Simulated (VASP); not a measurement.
Br, 1 atom in the cell. Symmetry: Im-3m, No. 229, cubic system. Conventional cell: a = 3.411 Å, b = 3.411 Å, c = 3.411 Å, α = 90.00°, β = 90.00°, γ = 90.00°. Br (site symmetry m-3m) has 14 Br at 2.95 to 3.41 Å within 3.9 Å. 

* Program: VASP 6.6.1
* Task: single point
* Functional: r2SCAN
* Potentials or basis: VASP PAW PBE potentials, release 64 (Br)
* Cutoff: 520 eV
* k mesh: 8 × 8 × 8
* Occupations: fermi-dirac, width 0.02 eV
* Spin: no spin polarisation
* Dipole correction: no
* Further INCAR settings: ALGO = Normal; EDIFF = 1e-07; NBANDS = 10

Potentials or basis: VASP PAW PBE potentials, release 64 (Br).

Command:

```sh
$ cat potpaw_PBE.64/Br/POTCAR > POTCAR
$ cp INCAR.step1 INCAR
$ mpirun -np 1 vasp_std > vasp.out
$ cp INCAR.step2 INCAR
$ mpirun -np 1 vasp_std > vasp.out
```

Hardware: 1 thread of Intel(R) Xeon(R) Platinum 8488C (Sapphire Rapids), on a shared host.

Q: Estimate the wall time of this run.

A: Run time: 26 s on 1 thread of Intel(R) Xeon(R) Platinum 8488C (Sapphire Rapids), on a shared host, peak memory 0.14 GiB. Counts: k points 29.
